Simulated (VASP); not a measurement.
# RbCl (rocksalt type) (Fm-3m) in VASP: a series of runs, part 2 of 2

VASP 6.6.1. Earlier steps stand in the parts before.

## Step 4: Electric field gradients, RPBE

This run uses another cell than the first one, of 36.62 Å³/atom, 1.026 times its volume.

Contents of INCAR:

```
  PREC = Accurate
  ENCUT = 400
  EDIFF = 1E-8
  ISMEAR = -1
  SIGMA = 0.05
  LREAL = F
  LASPH = T
  NELM = 120
  ALGO = Normal
  ISIF = 2
  LWAVE = F
  LCHARG = F
  GGA = RP
  LEFG = T
  NBANDS = 15
  GGA_COMPAT = F
```

Contents of KPOINTS:

```
Automatic mesh
0
Gamma
  10 10 10
```

Contents of POSCAR:

```
RbCl
1.0
    0.0000000000      3.3208179441      3.3208179441
    3.3208179441      0.0000000000      3.3208179441
    3.3208179441      3.3208179441      0.0000000000
Rb Cl
1 1
Direct
    0.0000000000      0.0000000000      0.0000000000
    0.5000000000      0.5000000000      0.5000000000
```

Potentials or basis: VASP PAW PBE potentials, release 64 (Rb_sv, Cl).

Launch:

```bash
$ cat potpaw_PBE.64/Rb_sv/POTCAR potpaw_PBE.64/Cl/POTCAR > POTCAR
$ mpirun -np 1 vasp_std > vasp.out
```

OUTCAR:

```text
PREC = Accurate
   ENCUT = 400
   EDIFF = 1E-8
   ISMEAR = -1
   LREAL = F
   LASPH = T
   NELM = 120
   ISIF = 2
   GGA = RP

 ion  position               nearest neighbor table
   1  0.000  0.000  0.000-   2 3.32   2 3.32   2 3.32   2 3.32   2 3.32   2 3.32
   2  0.500  0.500  0.500-   1 3.32   1 3.32   1 3.32   1 3.32   1 3.32   1 3.32

  LATTYP: Found a face centered cubic cell.
 ALAT       =     6.6416358882

  Lattice vectors:

 A1 = (   0.0000000000,   3.3208179441,   3.3208179441)
 A2 = (   3.3208179441,   0.0000000000,   3.3208179441)
 A3 = (   3.3208179441,   3.3208179441,   0.0000000000)

Analysis of symmetry for initial positions (statically):
=====================================================================
 Subroutine PRICEL returns:
 Original cell was already a primitive cell.

 Routine SETGRP: Setting up the symmetry group for a
 face centered cubic supercell.

 Subroutine GETGRP returns: Found 48 space group operations
[... 618 lines left out ...]
  volume of cell :       73.24
      direct lattice vectors                 reciprocal lattice vectors
     0.000000000  3.320817944  3.320817944    -0.150565315  0.150565315  0.150565315
     3.320817944  0.000000000  3.320817944     0.150565315 -0.150565315  0.150565315
     3.320817944  3.320817944  0.000000000     0.150565315  0.150565315 -0.150565315

 POSITION                                       TOTAL-FORCE (eV/Angst)
 -----------------------------------------------------------------------------------
      0.00000      0.00000      0.00000        -0.000000      0.000000     -0.000000
      3.32082      3.32082      3.32082         0.000000     -0.000000      0.000000
 -----------------------------------------------------------------------------------
    total drift:                                0.000000     -0.000000     -0.000000

  FREE ENERGIE OF THE ION-ELECTRON SYSTEM (eV)
  ---------------------------------------------------
  free  energy   TOTEN  =        -6.3356774533 eV

  energy  without entropy=       -6.3356774532  energy(sigma->0) =       -6.33567745

 Electric field gradients (V/A^2)
---------------------------------------------------------------------
 ion       V_xx      V_yy      V_zz      V_xy      V_xz      V_yz
---------------------------------------------------------------------
   1      -0.000     0.000     0.000    -0.000    -0.000    -0.000
   2       0.000    -0.000     0.000    -0.001    -0.001    -0.001
---------------------------------------------------------------------

 Electric field gradients after diagonalization (V/A^2)
 (convention: |V_zz| > |V_xx| > |V_yy|)
----------------------------------------------------------------------
 ion       V_xx      V_yy      V_zz     asymmetry (V_yy - V_xx)/ V_zz
----------------------------------------------------------------------
   1       0.000     0.000    -0.000       0.000
   2       0.001     0.001    -0.001       0.000
----------------------------------------------------------------------

           NMR quadrupolar parameters

 Cq : quadrupolar parameter    Cq=e*Q*V_zz/h
 eta: asymmetry parameters     (V_yy - V_xx)/ V_zz
 Q  : nuclear electric quadrupole moment in mb (millibarn)
----------------------------------------------------------------------
 ion       Cq(MHz)       eta       Q (mb)
----------------------------------------------------------------------
   1      -0.000       0.000       1.000
   2      -0.000       0.000       1.000
----------------------------------------------------------------------
```

stdout:

```text
POSCAR found type information on POSCAR RbCl
 POSCAR found :  2 types and       2 ions
 scaLAPACK will be used
 -----------------------------------------------------------------------------
|                                                                             |
|                                                                             |
|     You enforced a specific xc type in the INCAR file but a different       |
|     I HOPE YOU KNOW WHAT YOU ARE DOING!                                     |
|                                                                             |
 -----------------------------------------------------------------------------

 LDA part: xc-table for (Slater+PW92), standard interpolation
 POSCAR, INCAR and KPOINTS ok, starting setup
 FFT: planning ... GRIDC
 FFT: planning ... GRID_SOFT
 FFT: planning ... GRID
 WAVECAR not read
 entering main loop
ion   1

ion   2
```

Wall time 24 s (1 thread of AMD EPYC 9R14 (Zen 4), shared host); peak memory 0.15 GiB.

What came out:

```yaml
Free_energy: -6.3357 eV
Pressure: 1.8 GPa
Band_gap_on_the_k_mesh: 5.25 eV, direct
```

Caveat: without QUAD_EFG the Cq values of the log hold for a quadrupole moment of 1 mb, not for the nuclei; the PAW data sets were made with another functional, which shifts forces and pressure a little.

## Step 5: Electric field gradients, PBE

This run uses another cell than the first one, of 37.56 Å³/atom, 1.053 times its volume.

Contents of INCAR:

```
SYSTEM = RbCl
PREC = Accurate
ENCUT = 400
EDIFF = 1E-8
ISMEAR = -1
SIGMA = 0.05
LREAL = .FALSE.
LASPH = .TRUE.
NELM = 120
ALGO = Normal
ISIF = 2
LWAVE = .FALSE.
LCHARG = .FALSE.
GGA = PE
LEFG = .TRUE.
NBANDS = 15
GGA_COMPAT = .FALSE.
```

Contents of KPOINTS:

```
regular mesh
0
G
  10 10 10
  0 0 0
```

Contents of POSCAR:

```
RbCl
1.0
    0.0000000000      3.3489618109      3.3489618109
    3.3489618109      0.0000000000      3.3489618109
    3.3489618109      3.3489618109      0.0000000000
Rb Cl
1 1
Direct
    0.0000000000      0.0000000000      0.0000000000
    0.5000000000      0.5000000000      0.5000000000
```

Potentials or basis: VASP PAW PBE potentials, release 64 (Rb_sv, Cl).

Launch:

```bash
$ cat potpaw_PBE.64/Rb_sv/POTCAR potpaw_PBE.64/Cl/POTCAR > POTCAR
$ mpirun -np 1 vasp_std > vasp.out
```

OUTCAR:

```text
SYSTEM = RbCl
   PREC = Accurate
   ENCUT = 400
   EDIFF = 1E-8
   ISMEAR = -1
   LREAL = .FALSE.
   LASPH = .TRUE.
   NELM = 120
   ISIF = 2
   GGA = PE

 ion  position               nearest neighbor table
   1  0.000  0.000  0.000-   2 3.35   2 3.35   2 3.35   2 3.35   2 3.35   2 3.35
   2  0.500  0.500  0.500-   1 3.35   1 3.35   1 3.35   1 3.35   1 3.35   1 3.35

  LATTYP: Found a face centered cubic cell.
 ALAT       =     6.6979236218

  Lattice vectors:

 A1 = (   0.0000000000,   3.3489618109,   3.3489618109)
 A2 = (   3.3489618109,   0.0000000000,   3.3489618109)
 A3 = (   3.3489618109,   3.3489618109,   0.0000000000)

Analysis of symmetry for initial positions (statically):
=====================================================================
 Subroutine PRICEL returns:
 Original cell was already a primitive cell.

 Routine SETGRP: Setting up the symmetry group for a
 face centered cubic supercell.

 Subroutine GETGRP returns: Found 48 space group operations
 (whereof 48 operations were pure point group operations)
 out of a pool of 48 trial point group operations.

The static configuration has the point symmetry O_h .

Analysis of symmetry for dynamics (positions and initial velocities):
=====================================================================
 Subroutine PRICEL returns:
 Original cell was already a primitive cell.

 Routine SETGRP: Setting up the symmetry group for a
 face centered cubic supercell.

 Subroutine GETGRP returns: Found 48 space group operations
 (whereof 48 operations were pure point group operations)
 out of a pool of 48 trial point group operations.

[... 576 lines left out ...]
      7      -2.2028      2.00000
      8      -2.1797      2.00000
      9       4.5292      0.00000
     10       5.0124      0.00000
     11       7.7253      0.00000
     12       7.8918      0.00000
     13       8.4055      0.00000
     14       8.4406      0.00000
     15       9.1143      0.00000

 [... further k-points ...]

------------------------ aborting loop because EDIFF is reached ----------------------------------------

  FORCE on cell =-STRESS in cart. coord.  units (eV):
  Direction    XX          YY          ZZ          XY          YZ          ZX
  --------------------------------------------------------------------------------------
  -------------------------------------------------------------------------------------
  Total        0.0021600      0.0021600      0.0021600      0.0000000      0.0000000     -0.0000000
  in kB        0.0460679      0.0460679      0.0460679      0.0000000      0.0000000     -0.0000000
  external PRESSURE =       0.0460679 kB  Pullay stress =       0.0000000 kB

 VOLUME and BASIS-vectors are now :
 -----------------------------------------------------------------------------
  energy-cutoff  :      400.00
  volume of cell :       75.12
      direct lattice vectors                 reciprocal lattice vectors
     0.000000000  3.348961811  3.348961811    -0.149300000  0.149300000  0.149300000
     3.348961811  0.000000000  3.348961811     0.149300000 -0.149300000  0.149300000
     3.348961811  3.348961811  0.000000000     0.149300000  0.149300000 -0.149300000

 POSITION                                       TOTAL-FORCE (eV/Angst)
 -----------------------------------------------------------------------------------
      0.00000      0.00000      0.00000         0.000000     -0.000000     -0.000000
      3.34896      3.34896      3.34896         0.000000      0.000000      0.000000
 -----------------------------------------------------------------------------------
    total drift:                                0.000000     -0.000000     -0.000000

  FREE ENERGIE OF THE ION-ELECTRON SYSTEM (eV)
  ---------------------------------------------------
  free  energy   TOTEN  =        -6.6759538020 eV

  energy  without entropy=       -6.6759538020  energy(sigma->0) =       -6.67595380

 Electric field gradients (V/A^2)
---------------------------------------------------------------------
 ion       V_xx      V_yy      V_zz      V_xy      V_xz      V_yz
---------------------------------------------------------------------
   1       0.000    -0.000     0.000    -0.000    -0.000    -0.000
   2      -0.000     0.000     0.000    -0.001    -0.001    -0.001
---------------------------------------------------------------------

 Electric field gradients after diagonalization (V/A^2)
 (convention: |V_zz| > |V_xx| > |V_yy|)
----------------------------------------------------------------------
 ion       V_xx      V_yy      V_zz     asymmetry (V_yy - V_xx)/ V_zz
----------------------------------------------------------------------
   1       0.000     0.000    -0.000       0.000
   2       0.001     0.001    -0.002       0.000
----------------------------------------------------------------------

           NMR quadrupolar parameters

 Cq : quadrupolar parameter    Cq=e*Q*V_zz/h
 eta: asymmetry parameters     (V_yy - V_xx)/ V_zz
 Q  : nuclear electric quadrupole moment in mb (millibarn)
----------------------------------------------------------------------
 ion       Cq(MHz)       eta       Q (mb)
----------------------------------------------------------------------
   1      -0.000       0.000       1.000
   2      -0.000       0.000       1.000
----------------------------------------------------------------------
```

Run time: 25 s. Hardware: 1 thread of AMD EPYC 9R14 (Zen 4), shared host; peak memory 0.15 GiB.

What came out:

| Quantity | Value |
| --- | --- |
| Free energy | -6.6760 eV |
| Pressure | 0.0 GPa |
| Band gap on the k mesh | 4.83 eV, direct |

Levels at points of the mesh, in eV from the valence-band top:
```csv
k point,band 4,band 5,band 6,band 7,band 8,band 9,band 10,band 11,band 12,band 13
"(0.00, 0.00, 0.00)",-8.10,-8.10,0.00,0.00,0.00,4.83,7.95,7.95,7.95,8.90
"(0.50, 0.00, 0.00)",-8.11,-8.09,-0.79,-0.30,-0.30,7.57,7.78,9.96,9.96,11.17
"(0.50, 0.50, 0.00)",-8.18,-8.18,-0.32,-0.10,-0.10,6.24,7.83,9.42,9.95,10.15
```

Caveat: without QUAD_EFG the Cq values of the log hold for a quadrupole moment of 1 mb, not for the nuclei.

## Step 6: The runs side by side

| level | cell | gap on the mesh (eV) | pressure (GPa) |
| --- | --- | --- | --- |
| PBE | a = 4.656 Å, angles 60.0°, 2 atoms | 4.99 | 0.8 |
| PBE | a = 4.696 Å, angles 60.0°, 2 atoms | 4.91 | 0.4 |
| RPBE | a = 4.696 Å, angles 60.0°, 2 atoms | 5.25 | 1.8 |
| PBE | a = 4.736 Å, angles 60.0°, 2 atoms | 4.83 | 0.0 |

Alike in all rows: task electric field gradients; potentials or basis VASP PAW PBE potentials, release 64 (Rb_sv, Cl); no spin polarisation; k mesh 10 × 10 × 10; cutoff (eV) 400; smearing fermi-dirac 0.05 eV.

Caveats: the PAW data sets were made with another functional, which shifts forces and pressure a little (some runs).

Absolute energies hang on the potentials; compare differences alone.
